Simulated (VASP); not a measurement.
# Hf4S9 (a cell with a defect) in VASP: further runs, part 2 of 2

VASP 6.6.1. Earlier steps stand in the parts before.

### Step 4. Single point, PBE+D3(BJ)

INCAR reads:

```
  ALGO = Normal
  EDIFF = 1E-7
  ENCUT = 520
  GGA = PE
  ISIF = 2
  ISMEAR = 0
  IVDW = 12
  LASPH = T
  LCHARG = F
  LREAL = F
  LWAVE = F
  NBANDS = 59
  NELM = 100
  PREC = Accurate
  SIGMA = 0.02
```

KPOINTS reads:

```
k-points
0
Gamma
  3 3 3
```

POSCAR reads:

```
Hf4S9
1.0
    3.6058628313      0.0000000000     -5.7703876582
    3.6058628313      0.0000000000      5.7703876582
   -3.6058628313     -6.2455376290      0.0000000000
Hf S
4 9
Direct
    0.5249085171      0.4620394307     -0.0099330120
    0.9650528860      0.0354401255      0.0035843191
    0.4922656124      0.4935686444      0.5029282004
    1.0059433062      0.0076952957      0.5031158543
    0.8323295546      0.5246209386      0.3599586030
    0.2763568738      0.0418173454      0.3214158843
    0.8185413766      0.5856653413      0.8221532404
    0.2329962490      0.0001728964      0.8219330833
    0.6797471416      0.9065230668      0.1738870318
    0.2639827353      0.4908853418      0.1739863026
    0.6815264151      0.9612119572      0.6459813774
    0.2198059945      0.4557783555      0.6786432573
    0.7610396136      0.2875549603      0.0524177452
```

Potentials or basis: VASP PAW PBE potentials, release 64 (Hf_pv, S).

Started as:

```console
$ cat potpaw_PBE.64/Hf_pv/POTCAR potpaw_PBE.64/S/POTCAR > POTCAR
$ mpirun -np 1 vasp_std > vasp.out
```

OUTCAR:

```text
EDIFF = 1E-7
   ENCUT = 520
   GGA = PE
   ISIF = 2
   ISMEAR = 0
   IVDW = 12
   LASPH = T
   LREAL = F
   NELM = 100
   PREC = Accurate
 IVDW          = 12

 ion  position               nearest neighbor table
   1  0.525  0.462  0.990-  13 2.40   9 2.52  10 2.52   7 2.55   8 2.55  12 2.60   5 2.71   4 3.53
                             3 3.53   2 3.69   2 3.69   3 3.72   4 3.72
   2  0.965  0.035  0.004-  10 2.53   9 2.53  11 2.54   8 2.57   7 2.57  13 2.65   6 2.65   3 3.60
                             4 3.60   4 3.65   3 3.66   1 3.69   1 3.69
[... 1101 lines left out ...]
 -----------------------------------------------------------------------------
  energy-cutoff  :      520.00
  volume of cell :      259.90
      direct lattice vectors                 reciprocal lattice vectors
     3.605862831  0.000000000 -5.770387658     0.138663067 -0.080057159 -0.086649291
     3.605862831  0.000000000  5.770387658     0.138663067 -0.080057159  0.086649291
    -3.605862831 -6.245537629  0.000000000     0.000000000 -0.160114318  0.000000000

 POSITION                                       TOTAL-FORCE (eV/Angst)
 -----------------------------------------------------------------------------------
     -0.01125     -6.18350     -0.36278        -0.006659      0.064329      0.052862
      3.59472     -0.02239     -5.36423        -0.005015      0.106172      0.011465
      1.74129     -3.14106      0.00752        -0.022799     -0.000185      0.029057
     -1.76499     -3.14223      0.01011         0.026482      0.006213      0.023017
      3.59502     -2.24813     -1.77560        -0.000134      0.040581     -0.151197
     -0.01169     -2.00741     -1.35338        -0.002080      0.041270      0.062380
      2.09881     -5.13479     -1.34378        -0.032860      0.077483      0.024796
     -2.12300     -5.13341     -1.34348         0.037235      0.072996      0.024452
      5.09286     -1.08602      1.30858         0.048439      0.068705     -0.083951
      2.09458     -1.08664      1.30932        -0.043463      0.071003     -0.087414
      3.59417     -4.03450      1.61389        -0.000886      0.051991     -0.222685
     -0.01103     -4.23849      1.36165         0.000855      0.053853     -0.044479
      3.59208     -0.32738     -2.73219         0.000886     -0.654411      0.361697
 -----------------------------------------------------------------------------------
    total drift:                                0.000004     -0.000118     -0.000079

  FREE ENERGIE OF THE ION-ELECTRON SYSTEM (eV)
  ---------------------------------------------------
  free  energy   TOTEN  =       -97.6129228818 eV

  energy  without entropy=      -97.6129228818  energy(sigma->0) =      -97.61292288
```

stdout:

```text
POSCAR found type information on POSCAR HfS
 POSCAR found :  2 types and      13 ions
 scaLAPACK will be used
 LDA part: xc-table for (Slater+PW92), standard interpolation
 POSCAR, INCAR and KPOINTS ok, starting setup
 FFT: planning ... GRIDC
 FFT: planning ... GRID_SOFT
 FFT: planning ... GRID
 WAVECAR not read
 entering main loop
```

Wall time 3.6 min (1 thread of AMD EPYC 9R45 (Zen 5), shared host); peak memory 0.44 GiB.

Results:

* Free energy: -97.6129 eV
* Pressure: 3.9 GPa
* Largest force: 0.748 eV/Å
* Band gap on the k mesh: 0.29 eV
* Dispersion energy per atom: -0.365 eV

Forces in eV/Å, atoms in the order of the input:
```
Hf  -0.007  0.064  0.053
Hf  -0.005  0.106  0.011
Hf  -0.023  0.000  0.029
Hf   0.026  0.006  0.023
S    0.000  0.041 -0.151
S   -0.002  0.041  0.062
S   -0.033  0.077  0.025
S    0.037  0.073  0.024
S    0.048  0.069 -0.084
S   -0.043  0.071 -0.087
S   -0.001  0.052 -0.223
S    0.001  0.054 -0.044
S    0.001 -0.654  0.362
```

Caveat: spin-orbit coupling is left out, which moves the levels of the heavy elements.

### Step 5. Single point, PBE+D3(BJ)

INCAR reads:

```
SYSTEM = Hf4S9
  ALGO = Normal
  EDIFF = 1E-6
  ENCUT = 520
  GGA = PE
  ISIF = 2
  ISMEAR = 0
  IVDW = 12
  LASPH = .TRUE.
  LCHARG = .FALSE.
  LREAL = .FALSE.
  LWAVE = .FALSE.
  NBANDS = 59
  NELM = 100
  PREC = Accurate
  SIGMA = 0.02
```

KPOINTS reads:

```
k-points
0
G
  3 3 3
  0 0 0
```

POSCAR reads:

```
Hf4S9
1.0
    3.6058628313      0.0000000000     -5.7703876582
    3.6058628313      0.0000000000      5.7703876582
   -3.6058628313     -6.2455376290      0.0000000000
Hf S
4 9
Direct
    0.5165851684      0.4622610885     -0.0121853401
    0.9642493021      0.0266674063     -0.0019039194
    0.4941599540      0.4919673803      0.5020304394
    1.0058400037      0.0089414692      0.5019039491
    0.8557152471      0.5483296597      0.3923777496
    0.2794091417      0.0413246175      0.3195867383
    0.8144395784      0.5751811296      0.8252392838
    0.2352697258     -0.0028005879      0.8176458623
    0.6799422949      0.9041019314      0.1704527397
    0.2536105316      0.4820955274      0.1702694088
    0.6858107791      0.9586752889      0.6472315500
    0.2205136708      0.4570932701      0.6764349606
    0.7534467483      0.3021084407      0.0910603752
```

Started as:

```console
$ cat potpaw_PBE.64/Hf_pv/POTCAR potpaw_PBE.64/S/POTCAR > POTCAR
$ mpirun -np 1 vasp_std > vasp.out
```

It took 3.4 min on 1 thread of AMD EPYC 9R45 (Zen 5), shared host; peak memory 0.45 GiB.

The run converged. Its results:

| Quantity | Value |
| --- | --- |
| Free energy | -97.7216 eV |
| Pressure | 4.4 GPa |
| Largest force | 0.112 eV/Å |
| Band gap on the k mesh | 0.48 eV |
| Dispersion energy per atom | -0.365 eV |

Forces on the atoms (eV/Å):
```
Hf   0.000 -0.001 -0.010
Hf   0.001  0.018 -0.026
Hf  -0.006 -0.019  0.007
Hf   0.004 -0.016  0.001
S   -0.007  0.111  0.003
S   -0.002 -0.005  0.068
S   -0.010 -0.001  0.067
S    0.010 -0.002  0.069
S    0.010 -0.006 -0.062
S   -0.010 -0.004 -0.062
S   -0.002 -0.005 -0.058
S   -0.001  0.011 -0.065
S    0.012 -0.081  0.069
```

Stress tensor (GPa, compression positive):
```
 6.04 -0.15  0.66
-0.15  4.16  2.71
 0.66  2.71  2.96
```

Levels at points of the mesh, in eV from the valence-band top:
```csv
k point,band 44,band 45,band 46,band 47,band 48,band 49,band 50,band 51
"(0.00, 0.00, 0.00)",-1.19,-1.04,-0.99,-0.15,0.70,0.77,1.00,1.19
```

Caveat: spin-orbit coupling is left out, which moves the levels of the heavy elements.
